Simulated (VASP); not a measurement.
# NaMg2Si2 (Cmmm) in VASP: notebook

NaMg2Si2 is run at these levels: PBE; tasks: single point, relaxation of cell and atoms.

All numbers are computed with VASP 6.6.1; they aren't measurements. Logs are shortened: lines on timing, memory, paths and dates and some standing lists are left out, and cuts for length are marked.

## (1) The cell of the first run

It takes space group Cmmm (No. 65, orthorhombic). Conventional cell: a = 5.501 Å, b = 10.444 Å, c = 5.778 Å, α = 90.00°, β = 90.00°, γ = 90.00°. Within 3.8 Å of Na (site symmetry mmm) lie 2 Si at 2.89 Å. Mg (site symmetry m2m) has 2 Si at 2.60 to 2.62 Å and 2 Mg at 2.75 Å within 3.4 Å. Si (site symmetry mmm) has 2 Mg at 2.62 Å and 2 Si at 2.75 Å and 2 Na at 2.89 Å within 3.5 Å. Si (site symmetry mmm) has 2 Mg at 2.60 Å and 2 Si at 2.75 Å within 3.4 Å.

## (2) Single point, PBE

File INCAR:

```
SYSTEM = NaMg2Si2
PREC = Accurate
ENCUT = 520
EDIFF = 1E-6
ISMEAR = 0
SIGMA = 0.1
LREAL = .FALSE.
LASPH = .TRUE.
NELM = 100
ALGO = Normal
ISIF = 2
LWAVE = .FALSE.
LCHARG = .FALSE.
GGA = PE
NBANDS = 18
```

File KPOINTS:

```
Automatic mesh
0
G
  8 8 8
  0 0 0
```

File POSCAR:

```
NaMg2Si2
1.0
    2.7503611520     -5.2221293288      0.0000000000
    2.7503611520      5.2221293288      0.0000000000
    0.0000000000      0.0000000000      5.7781101289
Na Mg Si
1 2 2
Direct
    0.5000000000      0.5000000000      0.5000000000
    0.7507887245      0.2492112755      0.0000000000
    0.2492112755      0.7507887245      0.0000000000
    0.5000000000      0.5000000000      0.0000000000
    0.0000000000      0.0000000000      0.0000000000
```

Potentials or basis: VASP PAW PBE potentials, release 64 (Na_pv, Mg, Si).

The run is started by

```sh
$ cat potpaw_PBE.64/Na_pv/POTCAR potpaw_PBE.64/Mg/POTCAR potpaw_PBE.64/Si/POTCAR > POTCAR
$ mpirun -np 1 vasp_std > vasp.out
```

OUTCAR:

```text
SYSTEM = NaMg2Si2
   PREC = Accurate
   ENCUT = 520
   EDIFF = 1E-6
   ISMEAR = 0
   LREAL = .FALSE.
   LASPH = .TRUE.
   NELM = 100
   ISIF = 2
   GGA = PE

 ion  position               nearest neighbor table
   1  0.500  0.500  0.500-   4 2.89   4 2.89
   2  0.751  0.249  0.000-   5 2.60   4 2.62   3 2.75   3 2.75
   3  0.249  0.751  0.000-   5 2.60   4 2.62   2 2.75   2 2.75
   4  0.500  0.500  0.000-   2 2.62   3 2.62   5 2.75   5 2.75   1 2.89   1 2.89
   5  0.000  0.000  0.000-   2 2.60   3 2.60   4 2.75   4 2.75

  LATTYP: Found a base centered orthorhombic cell.
 ALAT       =     5.5007223040
 B/A-ratio  =     1.8987067662
 C/A-ratio  =     1.0504275274

  Lattice vectors:

 A1 = (   2.7503611520,  -5.2221293288,   0.0000000000)
 A2 = (   2.7503611520,   5.2221293288,   0.0000000000)
 A3 = (   0.0000000000,   0.0000000000,   5.7781101289)

Analysis of symmetry for initial positions (statically):
=====================================================================
 Subroutine PRICEL returns:
 Original cell was already a primitive cell.

 Routine SETGRP: Setting up the symmetry group for a
 base centered orthorhombic supercell.

 Subroutine GETGRP returns: Found  8 space group operations
 (whereof  8 operations were pure point group operations)
 out of a pool of  8 trial point group operations.

The static configuration has the point symmetry D_2h.

Analysis of symmetry for dynamics (positions and initial velocities):
=====================================================================
 Subroutine PRICEL returns:
 Original cell was already a primitive cell.

 Routine SETGRP: Setting up the symmetry group for a
 base centered orthorhombic supercell.

 Subroutine GETGRP returns: Found  8 space group operations
 (whereof  8 operations were pure point group operations)
 out of a pool of  8 trial point group operations.

The dynamic configuration has the point symmetry D_2h.

 Subroutine INISYM returns: Found  8 space group operations
 (whereof  8 operations are pure point group operations),
 and found     1 'primitive' translations

----------------------------------------------------------------------------------------

                                     Primitive cell

  volume of cell :     165.9790

[... 93 lines left out ...]
   NELM   =    100;   NELMIN=  2; NELMDL= -5     # of ELM steps
   EDIFF  = 0.1E-05   stopping-criterion for ELM
   LREAL  =      F    real-space projection
   EDIFFG = 0.1E-04   stopping-criterion for IOM
   NSW    =      0    number of steps for IOM
   IBRION =     -1    ionic relax: 0-MD 1-quasi-New 2-CG
   NFREE  =      0    steps in history (QN), initial steepest desc. (CG)
   ISIF   =      2    stress and relaxation
   ISYM   =      2    0-nonsym 1-usesym 2-fastsym
   POTIM  = 0.5000    time-step for ionic-motion
   TEBEG  =    0.0;   TEEND  =   0.0 temperature during run
   PSTRESS=    0.0 pullay stress
   NELECT =      19.0000    total number of electrons
   NUPDOWN=      -1.0000    fix difference up-down
   EMIN   =  10.00;   EMAX   =-10.00  energy-range for DOS
   EFERMI =   0.00;   METHOD = LEGACY
   ISMEAR =     0;   SIGMA  =   0.10  broadening in eV -4-tet -1-fermi 0-gaus
   EFERMI_NEDOS =   21; number of points for ismear=-14 and -15
   IALGO  =     38    algorithm
   IMIX   =      4    mixing-type and parameters
     AMIX     =   0.40;   BMIX     =  1.00
     AMIX_MAG =   1.60;   BMIX_MAG =  1.00
  volume/ion in A,a.u.               =      33.20       224.02
  Fermi-wavevector in a.u.,A,eV,Ry     =   0.794892  1.502129  8.596893  0.631854
  Thomas-Fermi vector in A             =   1.901114
   LORBIT       =      0    0 simple, 1 ext, 2 COOP (PROOUT), +10 PAW based schemes
   GGA     = PE    functional components
   LHFCALC =     F    Hartree Fock is set to
   AEXX    =    0.0000 exact exchange contribution
   IVDW    =     0    specifies the selected vdW correction
   LEPSILON=     F    determine dielectric tensor
   LRPA    =     F    only Hartree local field effects (RPA)
 non-spin polarized calculation
 Gauss-broadening in eV      SIGMA  =   0.10
  energy-cutoff  :      520.00
  volume of cell :      165.98
 maximum number of plane-waves:      4504
 NGX is ok and might be reduce to    48
   NGX = 21   NGY = 21   NGZ = 21

 number of electron      19.0000004 magnetization

 Free energy of the ion-electron system (eV)
  ---------------------------------------------------
  ext. energy  EPLUGINS =         0.00000000
  ---------------------------------------------------
  free energy    TOTEN  =       -12.26581402 eV

  energy without entropy =      -12.24923960  energy(sigma->0) =      -12.25752681

 E-fermi :   1.3772     XC(G=0):  -6.9889

 val. band max:        1.3742453588   @ k =   0.0000   0.0000   0.0000
 cond. band min:       1.3802476853   @ k =   0.5000   0.1250   0.3750
 fundamental gap:      0.0060023264
 Fermi energy:         1.3772431481

 k-point     1 :       0.0000    0.0000    0.0000
  band No.  band energies     occupation
      1     -23.3707      2.00000
      2     -23.3472      2.00000
      3     -23.3069      2.00000
      4      -7.6074      2.00000
      5      -3.4390      2.00000
      6      -1.6959      2.00000
[... 481 lines left out ...]
      5      -4.7879      2.00000
      6      -1.8093      2.00000
[... 10 lines left out ...]
     17       6.2721      0.00000
     18       6.5660      0.00000

 [... further k-points ...]

------------------------ aborting loop because EDIFF is reached ----------------------------------------

  FORCE on cell =-STRESS in cart. coord.  units (eV):
  Direction    XX          YY          ZZ          XY          YZ          ZX
  --------------------------------------------------------------------------------------
  -------------------------------------------------------------------------------------
  Total        0.0250709     -0.0158594     -0.0067159      0.0000000      0.0000000      0.0000000
  in kB        0.2420070     -0.1530892     -0.0648281      0.0000000      0.0000000      0.0000000
  external PRESSURE =       0.0080299 kB  Pullay stress =       0.0000000 kB

 VOLUME and BASIS-vectors are now :
 -----------------------------------------------------------------------------
  energy-cutoff  :      520.00
  volume of cell :      165.98
      direct lattice vectors                 reciprocal lattice vectors
     2.750361152 -5.222129329  0.000000000     0.181794307 -0.095746384  0.000000000
     2.750361152  5.222129329  0.000000000     0.181794307  0.095746384  0.000000000
     0.000000000  0.000000000  5.778110129     0.000000000  0.000000000  0.173066968

 POSITION                                       TOTAL-FORCE (eV/Angst)
 -----------------------------------------------------------------------------------
      2.75036      0.00000      2.88906        -0.000000      0.000000      0.000000
      2.75036     -2.61930      0.00000         0.000000      0.000275      0.000000
      2.75036      2.61930      0.00000         0.000000     -0.000275      0.000000
      2.75036      0.00000      0.00000         0.000000     -0.000000      0.000000
      0.00000      0.00000      0.00000         0.000000      0.000000      0.000000
 -----------------------------------------------------------------------------------
    total drift:                               -0.000000     -0.000000     -0.000000

  FREE ENERGIE OF THE ION-ELECTRON SYSTEM (eV)
  ---------------------------------------------------
  free  energy   TOTEN  =       -12.2658140169 eV

  energy  without entropy=      -12.2492395999  energy(sigma->0) =      -12.25752681
```

OSZICAR:

```text
N       E                     dE             d eps       ncg     rms          rms(c)
DAV:   1     0.694587667292E+02    0.69459E+02   -0.71805E+03  3780   0.787E+02
DAV:   2    -0.855331101999E+01   -0.78012E+02   -0.74477E+02  4422   0.175E+02
DAV:   3    -0.133818251222E+02   -0.48285E+01   -0.47380E+01  4840   0.443E+01
DAV:   4    -0.134815375738E+02   -0.99712E-01   -0.99475E-01  4852   0.660E+00
DAV:   5    -0.134844420255E+02   -0.29045E-02   -0.29039E-02  5182   0.120E+00    0.398E+00
DAV:   6    -0.123668326091E+02    0.11176E+01   -0.14919E+00  4284   0.403E+00    0.179E+00
DAV:   7    -0.122784335230E+02    0.88399E-01   -0.41296E-01  4842   0.203E+00    0.956E-01
DAV:   8    -0.122729756756E+02    0.54578E-02   -0.90558E-02  4290   0.104E+00    0.338E-01
DAV:   9    -0.122646086407E+02    0.83670E-02   -0.24050E-02  4424   0.563E-01    0.180E-01
DAV:  10    -0.122652980248E+02   -0.68938E-03   -0.23361E-03  4478   0.182E-01    0.899E-02
DAV:  11    -0.122658266727E+02   -0.52865E-03   -0.81618E-04  4102   0.118E-01    0.345E-02
DAV:  12    -0.122657852804E+02    0.41392E-04   -0.18137E-04  4994   0.476E-02    0.152E-02
DAV:  13    -0.122658140130E+02   -0.28733E-04   -0.78889E-05  4010   0.292E-02    0.873E-03
DAV:  14    -0.122658140169E+02   -0.38415E-08   -0.31080E-06  5062   0.736E-03
   1 F= -.12265814E+02 E0= -.12257527E+02  d E =-.165744E-01
```

Wall time 7.9 min (1 thread of AMD EPYC 7R43 (Zen 3), shared host); peak memory 0.49 GiB.

What came out:

* Free energy: -12.2658 eV
* Pressure: 0.0 GPa

(Part 1 of 3 ends here.)
